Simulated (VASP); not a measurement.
Here is a VASP 6.6.1 calculation.

Contents of INCAR:

```
  PREC = Accurate
  ENCUT = 520
  EDIFF = 1E-6
  ISMEAR = 0
  SIGMA = 0.2
  LREAL = False
  LASPH = True
  NELM = 80
  ALGO = Fast
  ISIF = 2
  LWAVE = False
  LCHARG = False
  GGA = PE
  NBANDS = 77
```

File KPOINTS:

```
regular mesh
0
Gamma
  8 4 2
```

Contents of POSCAR:

```
Ti2W3
1.0
    1.5885522073     -2.2686421723      0.0000000000
    4.7656566219      2.2686421723      0.0000000000
    1.5885522073      0.0000000000     11.2238924470
Ti W
4 6
Direct
    0.0499182047      0.0499182047      0.8003271812
    0.5499182047      0.5499182047      0.8003271812
    0.4500817953      0.4500817953      0.1996728188
    0.9500817953      0.9500817953      0.1996728188
    0.1496160429      0.1496160429      0.4015358286
    0.6496160429      0.6496160429      0.4015358286
    0.3503839571      0.3503839571      0.5984641714
    0.8503839571      0.8503839571      0.5984641714
    0.2500000000      0.2500000000      0.0000000000
    0.7500000000      0.7500000000      0.0000000000
```

Potentials or basis: VASP PAW PBE potentials, release 64 (Ti_sv, W_sv).

Command:

```console
$ cat potpaw_PBE.64/Ti_sv/POTCAR potpaw_PBE.64/W_sv/POTCAR > POTCAR
$ mpirun -np 1 vasp_std > vasp.out
```

Task: Predict the largest force.

Result: 0.040 eV/Å.

Task: Predict the pressure.

Result: 0.2 GPa.

Stress tensor (GPa, compression positive):
```
0.02 0.16 0.00
0.16 0.22 0.05
0.00 0.05 0.45
```
